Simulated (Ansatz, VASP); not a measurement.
## AlNi in VASP and in Ansatz

```
Al Ni
1.0
     2.04263   -2.04260    0.00000
     2.04263    2.04260    0.00000
     0.00000    0.00000    2.90044
Al Ni
1 1
Direct
  0.00000 0.00000 0.97931
  0.50000 0.50000 0.50951
```

Change from the starting cell: mode 4 frozen in at +0.000 Å and mode 6 at -0.060 Å (largest displacements).

Alike in both runs: task single point; functional PBE; k mesh 16 × 16 × 16; occupations gaussian, width 0.15 eV; no spin polarisation.

```csv
,VASP,Ansatz
version,VASP 6.6.1,Ansatz 0.2.0
potentials or method,"VASP PAW PBE potentials, release 64 (Al, Ni), cutoff 520 eV","scalar-relativistic, plane waves, PAW"
valence electrons in the cell,13,21
```

VASP gave:

* gap on the k mesh at the Fermi level (eV): none
* pressure (GPa): 0.5
* traceless stress, the component that is largest in VASP (GPa): -0.45
* rms of the force components (eV/Å): 0.289

Question: Estimate Ansatz's values.

Answer: gap on the k mesh at the Fermi level (eV): none; pressure (GPa): 0.5; traceless stress, the component that is largest in VASP (GPa): -0.45; rms of the force components (eV/Å): 0.287.

Atom by atom the forces differ by 0.002 eV/Å (rms over components). A gap of «none» marks a metal or a gap that the smearing closes. VASP's potentials hold 13 valence electrons a cell and Ansatz's 21, so a difference there can come from the potentials and not from the codes. Ansatz's warnings: near symmetry operations not taken.
